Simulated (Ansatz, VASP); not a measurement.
## One calculation of Cd, two programs

```xyz
2
Lattice="2.9789 0.0000 0.0000 -1.4894 2.5798 0.0000 0.0000 0.0000 5.6177" Properties=species:S:1:pos:R:3 pbc="T T T"
Cd    0.0000    1.7199    1.4044
Cd    1.4894    0.8599    4.2132
```

Alike in both runs: task single point; functional PBE; k mesh 6 × 6 × 4; occupations gaussian, width 0.1 eV; no spin polarisation; Hubbard terms Cd d U = 3.4 eV, J = 0.75 eV.

|  | VASP | Ansatz |
| --- | --- | --- |
| version | VASP 6.6.1 | Ansatz 0.2.0 |
| potentials or method | VASP PAW PBE potentials, release 64 (Cd), cutoff 500 eV | scalar-relativistic, plane waves, PAW |
| valence electrons in the cell | 24 | 40 |

|  | VASP | Ansatz | Ansatz less VASP |
| --- | --- | --- | --- |
| gap on the k mesh at the Fermi level (eV) | none | none | - |
| pressure (GPa) | 4.4 | 4.4 | 0.00 |
| traceless stress, the component that is largest in VASP (GPa) | -0.69 | -0.55 | +0.141 |

The programs project onto different local orbitals, so the same U acts differently, and such runs can settle in different states. A gap of «none» marks a metal or a gap that the smearing closes. VASP's potentials hold 24 valence electrons a cell and Ansatz's 40, so a difference there can come from the potentials and not from the codes. Ansatz's warnings: filled band counts differ across k points.

The k mesh is coarse, so the values compare programs but aren't converged.
